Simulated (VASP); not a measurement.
Wanted: the native input for a VASP 6.6.1 run.

| Quantity | Value |
| --- | --- |
| Task | single point |
| Functional | LDA |
| Potentials or basis | VASP PAW LDA potentials, release 64 (Si) |
| Cutoff | 520 eV |
| k mesh | 24 × 24 × 20 |
| Occupations | gaussian, width 0.15 eV |
| Spin | no spin polarisation |
| Dipole correction | no |
| Further INCAR settings | ALGO = Normal; EDIFF = 1e-07; NBANDS = 8 |

The structure of Si lies in POSCAR:

```
Si
1.0
    2.5550292445      0.0000000000      0.0000000000
   -1.2775146223      2.2127202332      0.0000000000
    0.0000000000      0.0000000000      2.5896721095
Si
1
Direct
    0.0000000000      0.0000000000      0.0000000000
```

This isn't the form of Si at room conditions, which is diamond.

This cell differs from its parent crystal: strain -0.025 along x and y, +0.050 along z.

These files were run (other wordings do the same):

INCAR

```
SYSTEM = Si
  PREC = Accurate
  ENCUT = 520
  EDIFF = 1E-7
  ISMEAR = 0
  SIGMA = 0.15
  LREAL = .FALSE.
  LASPH = .TRUE.
  NELM = 60
  ALGO = Normal
  ISIF = 2
  LWAVE = .FALSE.
  LCHARG = .FALSE.
  GGA = CA
  NBANDS = 8
```

KPOINTS

```
Automatic mesh
0
G
  24 24 20
  0 0 0
```

Potentials or basis: VASP PAW LDA potentials, release 64 (Si).

Command:

```console
$ cat potpaw_LDA.64/Si/POTCAR > POTCAR
$ mpirun -np 1 vasp_std > vasp.out
```

Results of the run:

```
Pressure               : -0.3 GPa
Band gap on the k mesh : zero (bands 2 and 3 overlap by 10.49 eV)
```

Caveat: the cell differs from its parent crystal (strain -0.025 along x and y, +0.050 along z).

It took 67 s on 1 thread of Intel Xeon 8259CL, with other jobs on the host, peak memory 0.16 GiB.
